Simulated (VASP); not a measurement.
The system is Cr.

```
CELL_PARAMETERS angstrom
2.71400 0.00000 0.00000
-1.35700 2.35039 0.00000
0.00000 0.00000 4.41000
ATOMIC_POSITIONS crystal
Cr 0.66667 0.33333 0.75000
Cr 0.33333 0.66667 0.25000
```

This isn't the form of Cr at room conditions, which is bcc.

Base run:

- Program: VASP 6.6.1
- Functional: PBEsol
- Potentials or basis: VASP PAW PBE potentials, release 64 (Cr_pv)
- Cutoff: 520 eV
- k mesh: 9 × 9 × 5
- Occupations: fermi-dirac, width 0.05 eV
- Spin: collinear spin, ferromagnetic start
- Starting moments: [4.5, 4.5] μB
- Fixed moment: 9 μB

Its results: pressure 45.4 GPa; site moments Cr +3.99 μB.

Question: The run is repeated on the same cell with these changes: fixed moment from 9 μB to 7.5 μB; moments at the start from [4.5, 4.5] to [3.75, 3.75]. What comes out?

Answer: Pressure 21.0 GPa; site moments Cr +3.38 μB.

Caveats: the cell stands under pressure; the PAW data sets were made with another functional, which shifts forces and pressure a little; the total moment is fixed, so each spin has its own Fermi level and the state may be an excited one.
